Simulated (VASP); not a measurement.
Wanted: the native input for a VASP 6.6.1 run.

```
Task                   : relaxation of cell and atoms
Functional             : PBE
Potentials or basis    : VASP PAW PBE potentials, release 64 (Li_sv, Sm_3), 4f in core
Cutoff                 : 750 eV
k mesh                 : 12 × 12 × 10
Occupations            : gaussian, width 0.1 eV
Spin                   : no spin polarisation
Dipole correction      : no
Mended                 : yes
Further INCAR settings : ALGO = Normal; EDIFF = 1e-07; IBRION = 2; EDIFFG = -0.01; NSW = 100; ISIF = 3
```

The structure of Li2Sm lies in POSCAR:

```
Li2Sm
1.0
    4.0376896379      0.0000000000      0.0000000000
   -2.0188448190      3.4967417990      0.0000000000
    0.0000000000      0.0000000000      5.2277607129
Li Sm
2 1
Direct
    0.3333333333      0.6666666667      0.5000000000
    0.6666666667      0.3333333333      0.5000000000
    0.0000000000      0.0000000000      0.0000000000
```

The cell was built from a structure type or drawn by symmetry, and may not be a known phase.

One way to write it, as run:

INCAR

```
SYSTEM = Li2Sm
PREC     = Accurate       ! precision mode
ENCUT    = 750            ! plane-wave cutoff, eV
EDIFF    = 1E-7           ! SCF threshold, eV
ISMEAR   = 0              ! smearing method
SIGMA    = 0.1            ! smearing width, eV
LREAL    = .FALSE.        ! projectors in reciprocal space
LASPH    = .TRUE.         ! aspherical terms in the spheres
NELM     = 200            ! most SCF steps
ALGO     = Normal         ! electronic algorithm
ISIF     = 3              ! what is computed and relaxed
LWAVE    = .FALSE.        ! write WAVECAR
LCHARG   = .FALSE.        ! write CHGCAR
GGA      = PE             ! functional
IBRION   = 2              ! ionic algorithm
NSW      = 100            ! ionic steps
EDIFFG   = -0.01          ! ionic threshold
GGA_COMPAT= .FALSE.      
NELMIN   = 4            
LMAXMIX  = 6              ! l up to which the mixer works
```

KPOINTS

```
regular mesh
0
G
  12 12 10
  0 0 0
```

Potentials or basis: VASP PAW PBE potentials, release 64 (Li_sv, Sm_3), 4f in core.

Launch:

```bash
$ cat potpaw_PBE.64/Li_sv/POTCAR potpaw_PBE.64/Sm_3/POTCAR > POTCAR
$ mpirun -np 1 vasp_std > vasp.out
```

It gave:

```json
{
  "Relaxed volume": "25.09 Å³/atom",
  "Relaxed cell": "a = 4.132 Å, b = 4.132 Å, c = 5.091 Å, α = 90.00°, β = 90.00°, γ = 120.00°",
  "Space group after relaxing (to 0.1 Å)": "P6/mmm (No. 191)",
  "Energy gained by relaxing": "1.2 meV/atom",
  "Ionic steps": "7",
  "Pressure after relaxing": "0.0 GPa",
  "Band gap on the k mesh": "zero (an odd number of electrons rules out a gap without spin polarisation)"
}
```

Caveat: spin-orbit coupling is left out, which moves the levels of the heavy elements; the 4f electrons are frozen in the core, so they carry no moment and show no levels.

Run time: 14 min on 1 thread of AMD EPYC 7R43 64-Core Processor (Zen 3), on a shared host, peak memory 0.34 GiB.
